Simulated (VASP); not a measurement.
S: single point with PBEsol

S:

```xyz
1
Lattice="0.0000 1.9944 2.0542 1.9944 0.0000 2.0542 1.9944 1.9944 0.0000" Properties=species:S:1:pos:R:3 pbc="T T T"
S     0.0000    0.0000    0.0000
```

This cell differs from its parent crystal: strain +0.0300 x Voigt [0, 0, 1, 0, 0, 0].

```yaml
Program: VASP 6.6.1
Task: single point
Functional: PBEsol
Potentials_or_basis: VASP PAW PBE potentials, release 64 (S)
Cutoff: 520 eV
k_mesh: 20 × 20 × 20
Occupations: gaussian, width 0.15 eV
Spin: no spin polarisation
Dipole_correction: no
Further_INCAR_settings: ALGO = Normal; EDIFF = 1e-07; NBANDS = 9
```

```yaml
Pressure: -7.2 GPa
Band_gap_on_the_k_mesh: zero (bands 3 and 4 overlap by 5.56 eV)
```

Stress tensor (GPa, compression positive):
```
-8.01  0.00  0.00
 0.00 -8.01  0.00
 0.00  0.00 -5.51
```

Levels at points of the mesh, in eV from the Fermi level:
```
           k point  band 1  band 2  band 3  band 4  band 5  band 6
(0.00, 0.00, 0.00)  -16.42    3.03    3.06    3.06   11.84   12.23
(0.50, 0.00, 0.00)  -12.49   -7.20    1.61    2.01    9.22   11.09
(0.50, 0.50, 0.00)  -11.17   -6.37   -0.56   -0.56    5.62    6.11
(0.50, 0.00, 0.50)  -10.80   -6.15   -1.07   -0.79    5.21    5.88
```

It took 32 s on 1 thread of Intel(R) Xeon(R) Platinum 8488C (Sapphire Rapids), with other jobs on the host, peak memory 0.19 GiB.

Caveat: the cell differs from its parent crystal (strain +0.0300 x Voigt [0, 0, 1, 0, 0, 0]); the cell stands under tension; the PAW data sets were made with another functional, which shifts forces and pressure a little.
